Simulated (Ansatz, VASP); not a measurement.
**Two plane-wave programs on EuH2**

```
Eu H
1.0
    11.81000    0.00000    0.00000
     0.00000   10.40000    0.00000
     0.00000    0.00000   16.08000
Eu H
2 4
Direct
  0.50011 0.56740 0.60866
  0.50011 0.43269 0.39151
  0.61918 0.50005 0.50009
  0.38103 0.50005 0.50009
  0.50011 0.44788 0.72032
  0.50011 0.55221 0.27985
```

Alike in both runs: task single point; functional PBE; k mesh 1 × 1 × 1; occupations gaussian, width 0.01 eV; collinear spin.

```csv
,VASP,Ansatz
version,VASP 6.6.1,Ansatz 0.2.0
potentials or method,"VASP PAW PBE potentials, release 64 (Eu, H), cutoff 520 eV","scalar-relativistic, plane waves, PAW"
valence electrons in the cell,38,38
```

```csv
,VASP,Ansatz,Ansatz less VASP
gap on the k mesh at the Fermi level (eV),0.74,0.87,+0.122
rms of the force components (eV/Å),0.177,0.168,-0.0088
net moment per atom (μB),2.33,2.33,0.000
size of the moment on the site where the two differ most (μB),6.70,6.56,-0.139
```

Site moments also hang on the region over which each program counts them. Atom by atom the forces differ by 0.009 eV/Å (rms over components). The functional is the same, so the differences come from potentials, cutoffs and numerics. Ansatz's warnings: structure snapped to symmetry, symmetry narrowed by open shell.

Neither program's run includes spin-orbit coupling.
